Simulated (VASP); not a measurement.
# La2In8Rh (P4/mmm) in VASP: single point with PBEsol

Aim: the single point of La2In8Rh with PBEsol.

All numbers are computed with VASP 6.6.1; they aren't measurements. Logs are shortened: lines on timing, memory, paths and dates and some standing lists are left out, and cuts for length are marked.

## Step 1: The cell of the first run

Symmetry: P4/mmm, No. 123, tetragonal system. Conventional cell: a = 4.677 Å, b = 4.677 Å, c = 12.280 Å, α = 90.00°, β = 90.00°, γ = 90.00°. La (site symmetry 4mm) has 12 In at 3.28 to 3.34 Å and 1 Rh at 3.76 Å within 4.3 Å. Within 4.3 Å of In (site symmetry mmm) lie 8 In at 3.31 to 3.33 Å and 4 La at 3.34 Å. Within 3.6 Å of In (site symmetry 2mm) lie 2 Rh at 2.76 Å and 7 In at 2.92 to 3.31 Å and 2 La at 3.28 Å. In (site symmetry 4mm) has 8 In at 3.29 to 3.33 Å and 4 La at 3.31 Å within 4.3 Å. Rh (site symmetry 4/mmm) has 8 In at 2.76 Å within 3.6 Å.

## Step 2: Single point, PBEsol

The input, INCAR:

```
PREC = Accurate
ENCUT = 500
EDIFF = 1E-6
ISMEAR = -1
SIGMA = 0.1
LREAL = F
LASPH = T
NELM = 200
ALGO = Normal
ISIF = 2
LWAVE = F
LCHARG = F
GGA = PS
NBANDS = 82
GGA_COMPAT = F
LMAXMIX = 6
```

The input, KPOINTS:

```
Automatic mesh
0
Gamma
  7 7 3
```

The input, POSCAR:

```
La2In8Rh
1.0
    4.6768620953      0.0000000000      0.0000000000
    0.0000000000      4.6768620953      0.0000000000
    0.0000000000      0.0000000000     12.2802283616
La In Rh
2 8 1
Direct
    0.0000000000      0.0000000000      0.3059472346
    0.0000000000      0.0000000000      0.6940527654
    0.5000000000      0.0000000000      0.5000000000
    0.0000000000      0.5000000000      0.5000000000
    0.5000000000      0.0000000000      0.1190526196
    0.0000000000      0.5000000000      0.1190526196
    0.5000000000      0.0000000000      0.8809473804
    0.0000000000      0.5000000000      0.8809473804
    0.5000000000      0.5000000000      0.3070811364
    0.5000000000      0.5000000000      0.6929188636
    0.0000000000      0.0000000000      0.0000000000
```

Potentials or basis: VASP PAW PBE potentials, release 64 (La, In_d, Rh_pv).

Run with:

```sh
> cat potpaw_PBE.64/La/POTCAR potpaw_PBE.64/In_d/POTCAR potpaw_PBE.64/Rh_pv/POTCAR > POTCAR
> mpirun -np 1 vasp_std > vasp.out
```

OUTCAR:

```text
PREC = Accurate
   ENCUT = 500
   EDIFF = 1E-6
   ISMEAR = -1
   LREAL = F
   LASPH = T
   NELM = 200
   ISIF = 2
   GGA = PS

 ion  position               nearest neighbor table
   1  0.000  0.000  0.306-   5 3.28   6 3.28   6 3.28   5 3.28   9 3.31   9 3.31   9 3.31   9 3.31
                             3 3.34   4 3.34   4 3.34   3 3.34
   2  0.000  0.000  0.694-   7 3.28   8 3.28   8 3.28   7 3.28  10 3.31  10 3.31  10 3.31  10 3.31
                             3 3.34   4 3.34   4 3.34   3 3.34
   3  0.500  0.000  0.500-   4 3.31   4 3.31   4 3.31   4 3.31   9 3.33  10 3.33  10 3.33   9 3.33
                             1 3.34   2 3.34   1 3.34   2 3.34
   4  0.000  0.500  0.500-   3 3.31   3 3.31   3 3.31   3 3.31  10 3.33   9 3.33  10 3.33   9 3.33
                             1 3.34   1 3.34   2 3.34   2 3.34
   5  0.500  0.000  0.119-  11 2.76  11 2.76   7 2.92   1 3.28   1 3.28   9 3.29   9 3.29   6 3.31
                             6 3.31   6 3.31   6 3.31
   6  0.000  0.500  0.119-  11 2.76  11 2.76   8 2.92   1 3.28   1 3.28   9 3.29   9 3.29   5 3.31
                             5 3.31   5 3.31   5 3.31
   7  0.500  0.000  0.881-  11 2.76  11 2.76   5 2.92   2 3.28   2 3.28  10 3.29  10 3.29   8 3.31
                             8 3.31   8 3.31   8 3.31
   8  0.000  0.500  0.881-  11 2.76  11 2.76   6 2.92   2 3.28   2 3.28  10 3.29  10 3.29   7 3.31
                             7 3.31   7 3.31   7 3.31
   9  0.500  0.500  0.307-   5 3.29   6 3.29   5 3.29   6 3.29   1 3.31   1 3.31   1 3.31   1 3.31
                             3 3.33   4 3.33   3 3.33   4 3.33
  10  0.500  0.500  0.693-   7 3.29   8 3.29   7 3.29   8 3.29   2 3.31   2 3.31   2 3.31   2 3.31
                             3 3.33   4 3.33   3 3.33   4 3.33
  11  0.000  0.000  0.000-   5 2.76   6 2.76   7 2.76   8 2.76   6 2.76   8 2.76   5 2.76   7 2.76

  LATTYP: Found a simple tetragonal cell.
 ALAT       =     4.6768620953
 C/A-ratio  =     2.6257409587

  Lattice vectors:

 A1 = (   4.6768620953,   0.0000000000,   0.0000000000)
 A2 = (   0.0000000000,   4.6768620953,   0.0000000000)
 A3 = (   0.0000000000,   0.0000000000,  12.2802283616)

Analysis of symmetry for initial positions (statically):
=====================================================================
 Subroutine PRICEL returns:
 Original cell was already a primitive cell.

 Routine SETGRP: Setting up the symmetry group for a
 simple tetragonal supercell.

 Subroutine GETGRP returns: Found 16 space group operations
 (whereof 16 operations were pure point group operations)
 out of a pool of 16 trial point group operations.

The static configuration has the point symmetry D_4h.

Analysis of symmetry for dynamics (positions and initial velocities):
=====================================================================
 Subroutine PRICEL returns:
[... 138 lines left out ...]
   EFERMI_NEDOS =   21; number of points for ismear=-14 and -15
   IALGO  =     38    algorithm
   IMIX   =      4    mixing-type and parameters
     AMIX     =   0.40;   BMIX     =  1.00
     AMIX_MAG =   1.60;   BMIX_MAG =  1.00
  volume/ion in A,a.u.               =      24.42       164.79
  Fermi-wavevector in a.u.,A,eV,Ry     =   1.320614  2.495599 23.728863  1.744022
  Thomas-Fermi vector in A             =   2.450428
   LORBIT       =      0    0 simple, 1 ext, 2 COOP (PROOUT), +10 PAW based schemes
   GGA     = PS    functional components
   LHFCALC =     F    Hartree Fock is set to
   AEXX    =    0.0000 exact exchange contribution
   IVDW    =     0    specifies the selected vdW correction
   LEPSILON=     F    determine dielectric tensor
   LRPA    =     F    only Hartree local field effects (RPA)
 non-spin polarized calculation
  energy-cutoff  :      500.00
  volume of cell :      268.61
 maximum number of plane-waves:      6846
 NGX is ok and might be reduce to    36
   NGX = 17   NGY = 17   NGZ = 45

 number of electron     140.9999995 magnetization

 Free energy of the ion-electron system (eV)
  ---------------------------------------------------
  ext. energy  EPLUGINS =         0.00000000
  ---------------------------------------------------
  free energy    TOTEN  =       -48.37442999 eV

  energy without entropy =      -48.21330983  energy(sigma->0) =      -48.29386991

 E-fermi :   8.5766     XC(G=0): -10.8590

 val. band max:        8.5698688677   @ k =   0.1429   0.1429   0.0000
 cond. band min:       8.5995292186   @ k =   0.1429   0.1429   0.3333
 fundamental gap:      0.0296603508
 Fermi energy:         8.5766307775

 k-point     1 :       0.0000    0.0000    0.0000
  band No.  band energies     occupation
      1     -37.3715      2.00000
      2     -37.3715      2.00000
      3     -37.3111      2.00000
      4     -23.8524      2.00000
      5     -23.8499      2.00000
      6      -7.8534      2.00000
[... 1689 lines left out ...]
     81      10.8702      0.00000
     82      10.8880      0.00000

------------------------ aborting loop because EDIFF is reached ----------------------------------------

  FORCE on cell =-STRESS in cart. coord.  units (eV):
  Direction    XX          YY          ZZ          XY          YZ          ZX
  --------------------------------------------------------------------------------------
  -------------------------------------------------------------------------------------
  Total       -0.0416579     -0.0416579     -0.0744724      0.0000000      0.0000000      0.0000000
  in kB       -0.2484808     -0.2484808     -0.4442123      0.0000000      0.0000000      0.0000000
  external PRESSURE =      -0.3137246 kB  Pullay stress =       0.0000000 kB

 VOLUME and BASIS-vectors are now :
 -----------------------------------------------------------------------------
  energy-cutoff  :      500.00
  volume of cell :      268.61
      direct lattice vectors                 reciprocal lattice vectors
     4.676862095  0.000000000  0.000000000     0.213818577  0.000000000  0.000000000
     0.000000000  4.676862095  0.000000000     0.000000000  0.213818577  0.000000000
     0.000000000  0.000000000 12.280228362     0.000000000  0.000000000  0.081431710

 POSITION                                       TOTAL-FORCE (eV/Angst)
 -----------------------------------------------------------------------------------
      0.00000      0.00000      3.75710        -0.000000     -0.000000      0.002329
      0.00000      0.00000      8.52313        -0.000000     -0.000000     -0.002329
      2.33843      0.00000      6.14011        -0.000000     -0.000000      0.000000
      0.00000      2.33843      6.14011        -0.000000     -0.000000      0.000000
      2.33843      0.00000      1.46199        -0.000000     -0.000000      0.000081
      0.00000      2.33843      1.46199         0.000000     -0.000000      0.000081
      2.33843      0.00000     10.81824        -0.000000     -0.000000     -0.000081
      0.00000      2.33843     10.81824        -0.000000     -0.000000     -0.000081
      2.33843      2.33843      3.77103         0.000000      0.000000     -0.000832
      2.33843      2.33843      8.50920        -0.000000     -0.000000      0.000832
      0.00000      0.00000      0.00000        -0.000000     -0.000000      0.000000
 -----------------------------------------------------------------------------------
    total drift:                                0.000000      0.000000      0.000000

  FREE ENERGIE OF THE ION-ELECTRON SYSTEM (eV)
  ---------------------------------------------------
  free  energy   TOTEN  =       -48.3744299943 eV

  energy  without entropy=      -48.2133098287  energy(sigma->0) =      -48.29386991
```

stdout:

```text
POSCAR found type information on POSCAR LaInRh
 POSCAR found :  3 types and      11 ions
 scaLAPACK will be used
 -----------------------------------------------------------------------------
|                                                                             |
|                                                                             |
|     You enforced a specific xc type in the INCAR file but a different       |
|     I HOPE YOU KNOW WHAT YOU ARE DOING!                                     |
|                                                                             |
 -----------------------------------------------------------------------------

 LDA part: xc-table for (Slater+PW92), standard interpolation
 POSCAR, INCAR and KPOINTS ok, starting setup
 FFT: planning ... GRIDC
 FFT: planning ... GRID_SOFT
 FFT: planning ... GRID
 WAVECAR not read
 entering main loop
```

Run time: 18 min. Hardware: 1 thread of Oxide Virtual Turin-like, shared host; peak memory 0.52 GiB.

What came out:

```
Free energy            : -48.3744 eV
Pressure               : 0.0 GPa
Band gap on the k mesh : zero (an odd number of electrons rules out a gap without spin polarisation)
```

Forces in eV/Å, atoms in the order of the input:
```
La   0.000  0.000  0.002
La   0.000  0.000 -0.002
In   0.000  0.000  0.000
In   0.000  0.000  0.000
In   0.000  0.000  0.000
In   0.000  0.000  0.000
In   0.000  0.000  0.000
In   0.000  0.000  0.000
In   0.000  0.000 -0.001
In   0.000  0.000  0.001
Rh   0.000  0.000  0.000
```

Caveat: the PAW data sets were made with another functional, which shifts forces and pressure a little; spin-orbit coupling is left out, which moves the levels of the heavy elements.

The gap in the log of VASP goes by the Fermi energy; the results here count the filled bands.